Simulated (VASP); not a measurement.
# CaF2 (Fm-3m) in VASP: notebook

The runs below take CaF2 through single point, with PBEsol+D3(BJ).

Everything below comes from runs of VASP 6.6.1. Logs are shortened: lines on timing, memory, paths and dates and some standing lists are left out, and cuts for length are marked.

**1. The cell of the first run**

The structure is cubic, space group Fm-3m (No. 225). The conventional cell has a = 5.312 Å, b = 5.312 Å, c = 5.312 Å, α = 90.00°, β = 90.00°, γ = 90.00°. Ca (site symmetry m-3m) has 8 F at 2.30 Å within 3.0 Å. F (site symmetry -43m) has 4 Ca at 2.30 Å and 6 F at 2.66 Å within 3.0 Å.

**2. Single point, PBEsol+D3(BJ)**

File INCAR:

```
ALGO = Normal ; EDIFF = 1E-6
ENCUT = 600 ; GGA = PS
GGA_COMPAT = F ; ISIF = 2
ISMEAR = 0 ; IVDW = 12
LASPH = T ; LCHARG = F
LREAL = F ; LWAVE = F
NBANDS = 19 ; NELM = 120
PREC = Accurate ; SIGMA = 0.05
```

File KPOINTS:

```
k-points
0
Gamma
  6 6 6
```

File POSCAR:

```
CaF2
1.0
    0.0000000000      2.6561400844      2.6561400844
    2.6561400844      0.0000000000      2.6561400844
    2.6561400844      2.6561400844      0.0000000000
Ca F
1 2
Direct
    0.0000000000      0.0000000000      0.0000000000
    0.2500000000      0.2500000000      0.2500000000
    0.7500000000      0.7500000000      0.7500000000
```

Potentials or basis: VASP PAW PBE potentials, release 64 (Ca_sv, F).

Run with:

```console
cat potpaw_PBE.64/Ca_sv/POTCAR potpaw_PBE.64/F/POTCAR > POTCAR
mpirun -np 1 vasp_std > vasp.out
```

OUTCAR:

```text
EDIFF = 1E-6
   ENCUT = 600
   GGA = PS
   ISIF = 2
   ISMEAR = 0
   IVDW = 12
   LASPH = T
   LREAL = F
   NELM = 120
   PREC = Accurate
 IVDW          = 12

 ion  position               nearest neighbor table
   1  0.000  0.000  0.000-   3 2.30   3 2.30   3 2.30   2 2.30   2 2.30   2 2.30   3 2.30   2 2.30

   2  0.250  0.250  0.250-   1 2.30   1 2.30   1 2.30   1 2.30
   3  0.750  0.750  0.750-   1 2.30   1 2.30   1 2.30   1 2.30

  LATTYP: Found a face centered cubic cell.
 ALAT       =     5.3122801688

  Lattice vectors:

 A1 = (   0.0000000000,   2.6561400844,   2.6561400844)
 A2 = (   2.6561400844,   0.0000000000,   2.6561400844)
 A3 = (   2.6561400844,   2.6561400844,   0.0000000000)

Analysis of symmetry for initial positions (statically):
=====================================================================
 Subroutine PRICEL returns:
 Original cell was already a primitive cell.

 Routine SETGRP: Setting up the symmetry group for a
 face centered cubic supercell.

 Subroutine GETGRP returns: Found 48 space group operations
 (whereof 48 operations were pure point group operations)
 out of a pool of 48 trial point group operations.

The static configuration has the point symmetry O_h .

Analysis of symmetry for dynamics (positions and initial velocities):
=====================================================================
 Subroutine PRICEL returns:
 Original cell was already a primitive cell.

 Routine SETGRP: Setting up the symmetry group for a
 face centered cubic supercell.

 Subroutine GETGRP returns: Found 48 space group operations
 (whereof 48 operations were pure point group operations)
 out of a pool of 48 trial point group operations.

The dynamic configuration has the point symmetry O_h .

 Subroutine INISYM returns: Found 48 space group operations
 (whereof 48 operations are pure point group operations),
 and found     1 'primitive' translations

----------------------------------------------------------------------------------------

                                     Primitive cell

  volume of cell :      37.4786

  direct lattice vectors                    reciprocal lattice vectors
     0.000000000  2.656140084  2.656140084    -0.188243084  0.188243084  0.188243084
     2.656140084  0.000000000  2.656140084     0.188243084 -0.188243084  0.188243084
     2.656140084  2.656140084  0.000000000     0.188243084  0.188243084 -0.188243084

  length of vectors
     3.756349331  3.756349331  3.756349331     0.326046585  0.326046585  0.326046585

  position of ions in fractional coordinates (direct lattice)
     0.000000000  0.000000000  0.000000000
     0.250000000  0.250000000  0.250000000
     0.750000000  0.750000000  0.750000000

  ion indices of the primitive-cell ions
   primitive index   ion index
                 1           1
                 2           2
                 3           3

----------------------------------------------------------------------------------------

 KPOINTS: k-points

Automatic generation of k-mesh.
 Grid dimensions read from file:
 generate k-points for:    6    6    6

 Generating k-lattice:

  Cartesian coordinates                     Fractional coordinates (reciprocal lattice)
    -0.031373847  0.031373847  0.031373847     0.166666667  0.000000000  0.000000000
     0.031373847 -0.031373847  0.031373847     0.000000000  0.166666667  0.000000000
     0.031373847  0.031373847 -0.031373847     0.000000000  0.000000000  0.166666667

  Length of vectors
     0.054341097  0.054341097  0.054341097

  Shift w.r.t. Gamma in fractional coordinates (k-lattice)
     0.000000000  0.000000000  0.000000000

 Subroutine IBZKPT returns following result:
 ===========================================

 Found     16 irreducible k-points:

 Following reciprocal coordinates:
            Coordinates               Weight
  0.000000  0.000000  0.000000      1.000000
  0.166667  0.000000  0.000000      8.000000
  0.333333  0.000000  0.000000      8.000000
  0.500000  0.000000  0.000000      4.000000
  0.166667  0.166667  0.000000      6.000000
  0.333333  0.166667  0.000000     24.000000
[... 8 lines left out ...]
 -0.333333  0.333333  0.166667     24.000000
 -0.333333  0.500000  0.166667     12.000000
   k-points           NKPTS =     16   k-points in BZ     NKDIM =     16   number of bands    NBANDS=     19
   number of dos      NEDOS =    301   number of ions     NIONS =      3
   total plane-waves  NPLWV =  27000
   dimension x,y,z NGX =    30 NGY =   30 NGZ =   30
   dimension x,y,z NGXF=    60 NGYF=   60 NGZF=   60
   ions per type =               1   2
   NGX,Y,Z   is equivalent  to a cutoff of  13.28, 13.28, 13.28 a.u.
   NGXF,Y,Z  is equivalent  to a cutoff of  26.55, 26.55, 26.55 a.u.
 SYSTEM =  unknown system
   PREC   = accura    normal or accurate (medium, high low for compatibility)
   ISTART =      0    job   : 0-new  1-cont  2-samecut
   ICHARG =      2    charge: 1-file 2-atom 10-const
   ISPIN  =      1    spin polarized calculation?
   LNONCOLLINEAR =      F non collinear calculations
   LSORBIT =      F    spin-orbit coupling
   LASPH  =      T    aspherical Exc in radial PAW
   ENCUT  =  600.0 eV  44.10 Ry    6.64 a.u.   7.50  7.50  7.50*2*pi/ulx,y,z
   NELM   =    120;   NELMIN=  2; NELMDL= -5     # of ELM steps
   EDIFF  = 0.1E-05   stopping-criterion for ELM
   LREAL  =      F    real-space projection
   EDIFFG = 0.1E-04   stopping-criterion for IOM
   NSW    =      0    number of steps for IOM
   IBRION =     -1    ionic relax: 0-MD 1-quasi-New 2-CG
   NFREE  =      0    steps in history (QN), initial steepest desc. (CG)
   ISIF   =      2    stress and relaxation
   ISYM   =      2    0-nonsym 1-usesym 2-fastsym
   POTIM  = 0.5000    time-step for ionic-motion
   TEBEG  =    0.0;   TEEND  =   0.0 temperature during run
   PSTRESS=    0.0 pullay stress
   NELECT =      24.0000    total number of electrons
   NUPDOWN=      -1.0000    fix difference up-down
   EMIN   =  10.00;   EMAX   =-10.00  energy-range for DOS
   EFERMI =   0.00;   METHOD = LEGACY
   ISMEAR =     0;   SIGMA  =   0.05  broadening in eV -4-tet -1-fermi 0-gaus
   EFERMI_NEDOS =   21; number of points for ismear=-14 and -15
   IALGO  =     38    algorithm
   IMIX   =      4    mixing-type and parameters
     AMIX     =   0.40;   BMIX     =  1.00
     AMIX_MAG =   1.60;   BMIX_MAG =  1.00
  volume/ion in A,a.u.               =      12.49        84.31
  Fermi-wavevector in a.u.,A,eV,Ry     =   1.411078  2.666550 27.091109  1.991140
  Thomas-Fermi vector in A             =   2.532966
   LORBIT       =      0    0 simple, 1 ext, 2 COOP (PROOUT), +10 PAW based schemes
   GGA     = PS    functional components
   LHFCALC =     F    Hartree Fock is set to
   AEXX    =    0.0000 exact exchange contribution
   IVDW    =    12    specifies the selected vdW correction
   LEPSILON=     F    determine dielectric tensor
   LRPA    =     F    only Hartree local field effects (RPA)
 non-spin polarized calculation
 Gauss-broadening in eV      SIGMA  =   0.05
  energy-cutoff  :      600.00
  volume of cell :       37.48
 maximum number of plane-waves:      1272
   NGX = 15   NGY = 15   NGZ = 15

 number of electron      24.0000004 magnetization

 Free energy of the ion-electron system (eV)
  ---------------------------------------------------
  ext. energy  EPLUGINS =         0.00000000
  ---------------------------------------------------
  free energy    TOTEN  =       -17.85192059 eV

  energy without entropy =      -17.85192059  energy(sigma->0) =      -17.85192059

 E-fermi :  -0.2803     XC(G=0): -10.3357

 val. band max:       -0.6197932586   @ k =   0.5000   0.5000   0.0000
 cond. band min:       6.9650071052   @ k =   0.0000   0.0000   0.0000
 fundamental gap:      7.5848003639
 Fermi energy:        -0.2802555004

 k-point     1 :       0.0000    0.0000    0.0000
  band No.  band energies     occupation
      1     -36.0446      2.00000
      2     -20.6556      2.00000
      3     -19.7315      2.00000
      4     -17.0661      2.00000
      5     -17.0661      2.00000
      6     -17.0661      2.00000
[... 11 lines left out ...]
     18      11.2757      0.00000
     19      16.8254      0.00000

 k-point     2 :       0.1667    0.0000    0.0000
  band No.  band energies     occupation
      1     -36.0308      2.00000
      2     -20.7356      2.00000
      3     -19.8230      2.00000
      4     -17.0819      2.00000
      5     -17.0819      2.00000
      6     -16.9258      2.00000
[... 11 lines left out ...]
     18      11.1881      0.00000
     19      15.7096      0.00000

 k-point     3 :       0.3333    0.0000    0.0000
  band No.  band energies     occupation
      1     -36.0029      2.00000
      2     -20.8247      2.00000
      3     -20.0838      2.00000
      4     -17.1131      2.00000
      5     -17.1131      2.00000
      6     -16.6250      2.00000
[... 11 lines left out ...]
     18      11.0160      0.00000
     19      14.2429      0.00000

 k-point     4 :       0.5000    0.0000    0.0000
  band No.  band energies     occupation
      1     -35.9888      2.00000
      2     -20.8259      2.00000
      3     -20.2567      2.00000
      4     -17.1285      2.00000
      5     -17.1285      2.00000
      6     -16.4688      2.00000
[... 11 lines left out ...]
     18      10.9322      0.00000
     19      13.9483      0.00000

 k-point     5 :       0.1667    0.1667    0.0000
  band No.  band energies     occupation
      1     -36.0262      2.00000
      2     -20.7735      2.00000
      3     -19.8311      2.00000
      4     -17.1056      2.00000
      5     -17.1056      2.00000
      6     -16.8528      2.00000
[... 11 lines left out ...]
     18      11.1300      0.00000
     19      16.4230      0.00000

 k-point     6 :       0.3333    0.1667    0.0000
  band No.  band energies     occupation
      1     -36.0029      2.00000
      2     -20.8581      2.00000
      3     -20.0333      2.00000
      4     -17.1408      2.00000
      5     -17.0746      2.00000
      6     -16.6540      2.00000
[... 11 lines left out ...]
     18      11.1595      0.00000
     19      15.2254      0.00000

 k-point     7 :       0.5000    0.1667    0.0000
  band No.  band energies     occupation
      1     -35.9842      2.00000
      2     -20.8053      2.00000
      3     -20.3422      2.00000
      4     -17.1523      2.00000
      5     -16.9907      2.00000
      6     -16.5342      2.00000
[... 11 lines left out ...]
     18      11.7432      0.00000
     19      14.2998      0.00000

 k-point     8 :      -0.3333    0.1667    0.0000
  band No.  band energies     occupation
      1     -35.9889      2.00000
      2     -20.7906      2.00000
      3     -20.3087      2.00000
      4     -17.1289      2.00000
      5     -16.9689      2.00000
      6     -16.6122      2.00000
[... 11 lines left out ...]
     18      11.6369      0.00000
     19      14.5048      0.00000

 k-point     9 :      -0.1667    0.1667    0.0000
  band No.  band energies     occupation
      1     -36.0122      2.00000
      2     -20.8038      2.00000
      3     -19.9910      2.00000
      4     -17.0937      2.00000
      5     -17.0445      2.00000
      6     -16.7919      2.00000
[... 11 lines left out ...]
     18      11.1826      0.00000
     19      15.3281      0.00000

 k-point    10 :       0.3333    0.3333    0.0000
  band No.  band energies     occupation
      1     -35.9890      2.00000
      2     -20.9794      2.00000
      3     -20.0223      2.00000
      4     -17.1839      2.00000
      5     -17.1839      2.00000
      6     -16.4424      2.00000
[... 11 lines left out ...]
     18      10.8954      0.00000
     19      16.6260      0.00000

 k-point    11 :       0.5000    0.3333    0.0000
  band No.  band energies     occupation
      1     -35.9750      2.00000
      2     -20.9572      2.00000
      3     -20.2403      2.00000
      4     -17.1993      2.00000
      5     -17.0763      2.00000
      6     -16.3831      2.00000
[... 11 lines left out ...]
     18      12.7124      0.00000
     19      15.4508      0.00000

 k-point    12 :      -0.3333    0.3333    0.0000
  band No.  band energies     occupation
      1     -35.9750      2.00000
      2     -20.6959      2.00000
      3     -20.5722      2.00000
      4     -17.1721      2.00000
      5     -16.8246      2.00000
      6     -16.5901      2.00000
[... 11 lines left out ...]
     18      13.2682      0.00000
     19      15.4400      0.00000

 k-point    13 :       0.5000    0.5000    0.0000
  band No.  band energies     occupation
      1     -35.9704      2.00000
      2     -21.0709      2.00000
      3     -20.1141      2.00000
      4     -17.2226      2.00000
      5     -17.2226      2.00000
      6     -16.2408      2.00000
[... 11 lines left out ...]
     18      13.3745      0.00000
     19      14.9142      0.00000

 k-point    14 :       0.5000    0.3333    0.1667
  band No.  band energies     occupation
      1     -35.9843      2.00000
      2     -20.8545      2.00000
      3     -20.2781      2.00000
      4     -17.1719      2.00000
      5     -16.9532      2.00000
      6     -16.5682      2.00000
[... 11 lines left out ...]
     18      11.9533      0.00000
     19      15.4108      0.00000

 k-point    15 :      -0.3333    0.3333    0.1667
  band No.  band energies     occupation
      1     -35.9750      2.00000
      2     -20.7016      2.00000
      3     -20.5658      2.00000
      4     -17.1936      2.00000
      5     -16.7716      2.00000
      6     -16.6223      2.00000
[... 11 lines left out ...]
     18      13.1593      0.00000
     19      14.8442      0.00000

 k-point    16 :      -0.3333    0.5000    0.1667
  band No.  band energies     occupation
      1     -35.9704      2.00000
      2     -20.8750      2.00000
      3     -20.4090      2.00000
      4     -17.2261      2.00000
      5     -16.9192      2.00000
      6     -16.4406      2.00000
[... 11 lines left out ...]
     18      14.4771      0.00000
     19      14.7417      0.00000

------------------------ aborting loop because EDIFF is reached ----------------------------------------

 Edisp (eV)   -0.46529

 E8    (eV) :    -0.3034

  FORCE on cell =-STRESS in cart. coord.  units (eV):
  Direction    XX          YY          ZZ          XY          YZ          ZX
  --------------------------------------------------------------------------------------
  -------------------------------------------------------------------------------------
  Total       1.03445     1.03445     1.03445     0.00000     0.00000    -0.00000
  in kB      44.22172    44.22172    44.22172     0.00000     0.00000    -0.00000
  external pressure =       44.22 kB  Pullay stress =        0.00 kB

 VOLUME and BASIS-vectors are now :
 -----------------------------------------------------------------------------
  energy-cutoff  :      600.00
  volume of cell :       37.48
      direct lattice vectors                 reciprocal lattice vectors
     0.000000000  2.656140084  2.656140084    -0.188243084  0.188243084  0.188243084
     2.656140084  0.000000000  2.656140084     0.188243084 -0.188243084  0.188243084
     2.656140084  2.656140084  0.000000000     0.188243084  0.188243084 -0.188243084

 POSITION                                       TOTAL-FORCE (eV/Angst)
 -----------------------------------------------------------------------------------
      0.00000      0.00000      0.00000        -0.000000     -0.000000     -0.000000
      1.32807      1.32807      1.32807        -0.000000     -0.000000     -0.000000
      3.98421      3.98421      3.98421         0.000000      0.000000      0.000000
 -----------------------------------------------------------------------------------
    total drift:                                0.000000     -0.000000      0.000000

  FREE ENERGIE OF THE ION-ELECTRON SYSTEM (eV)
  ---------------------------------------------------
  free  energy   TOTEN  =       -18.3172059489 eV

  energy  without entropy=      -18.3172059489  energy(sigma->0) =      -18.31720595
```

It took 17 s on 1 thread of Intel Xeon 6975P-C (Granite Rapids), shared host; peak memory 0.18 GiB.

What came out:

- Free energy: -18.3172 eV
- Pressure: 4.4 GPa
- Band gap on the k mesh: 7.58 eV (least direct gap 7.86 eV)
- Dispersion energy per atom: -0.155 eV

Levels at points of the mesh, in eV from the valence-band top:
```csv
k point,band 8,band 9,band 10,band 11,band 12,band 13,band 14,band 15,band 16,band 17
"(0.00, 0.00, 0.00)",-2.43,-2.43,-0.27,-0.27,-0.27,7.58,9.43,9.43,11.90,11.90
"(0.50, 0.00, 0.00)",-1.75,-1.42,-1.36,-0.90,-0.90,9.70,9.70,10.25,10.94,11.55
"(0.50, 0.50, 0.00)",-1.78,-1.78,-0.43,-0.43,0.00,8.23,9.96,10.52,11.42,11.42
```

Caveat: three body term missing; the cell stands under pressure; the PAW data sets were made with another functional, which shifts forces and pressure a little.

**3. Single point, PBEsol+D3(BJ)**

This run uses another cell than the first one, of 12.85 Å³/atom.

File INCAR:

```
SYSTEM = CaF2
PREC     = Accurate       ! precision mode
ENCUT    = 600            ! plane-wave cutoff, eV
EDIFF    = 1E-6           ! SCF threshold, eV
ISMEAR   = 0              ! smearing method
SIGMA    = 0.05           ! smearing width, eV
LREAL    = .False.        ! projectors in reciprocal space
LASPH    = .True.         ! aspherical terms in the spheres
NELM     = 120            ! most SCF steps
ALGO     = Normal         ! electronic algorithm
ISIF     = 2              ! what is computed and relaxed
LWAVE    = .False.        ! write WAVECAR
LCHARG   = .False.        ! write CHGCAR
GGA      = PS             ! functional
IVDW     = 12             ! dispersion correction
NBANDS   = 19             ! bands
GGA_COMPAT= .False.
```

File KPOINTS:

```
regular mesh
0
Gamma
  6 6 6
  0 0 0
```

File POSCAR:

```
CaF2
1.0
    0.0000000000      2.6815592374      2.6815592374
    2.6815592374      0.0000000000      2.6815592374
    2.6815592374      2.6815592374      0.0000000000
Ca F
1 2
Direct
    0.0000000000      0.0000000000      0.0000000000
    0.2500000000      0.2500000000      0.2500000000
    0.7500000000      0.7500000000      0.7500000000
```

Potentials or basis: VASP PAW PBE potentials, release 64 (Ca_sv, F).

Run with:

```console
cat potpaw_PBE.64/Ca_sv/POTCAR potpaw_PBE.64/F/POTCAR > POTCAR
mpirun -np 1 vasp_std > vasp.out
```

Run time: 15 s. Hardware: 1 thread of Intel Xeon 6975P-C (Granite Rapids), shared host; peak memory 0.18 GiB.

Results (log left out):

- Free energy: -18.3392 eV
- Pressure: 1.4 GPa
- Band gap on the k mesh: 7.41 eV (least direct gap 7.68 eV)
- Dispersion energy per atom: -0.151 eV

Levels at points of the mesh, in eV from the valence-band top:
```tsv
k point	band 8	band 9	band 10	band 11	band 12	band 13	band 14	band 15	band 16	band 17
(0.00, 0.00, 0.00)	-2.33	-2.33	-0.27	-0.27	-0.27	7.41	9.33	9.33	11.66	11.66
(0.50, 0.00, 0.00)	-1.68	-1.38	-1.33	-0.88	-0.88	9.58	9.58	10.06	10.80	11.34
(0.50, 0.50, 0.00)	-1.74	-1.74	-0.41	-0.41	0.00	8.16	9.79	10.37	11.23	11.23
```

Caveat: three body term missing; the PAW data sets were made with another functional, which shifts forces and pressure a little. A k mesh can miss the band edges.
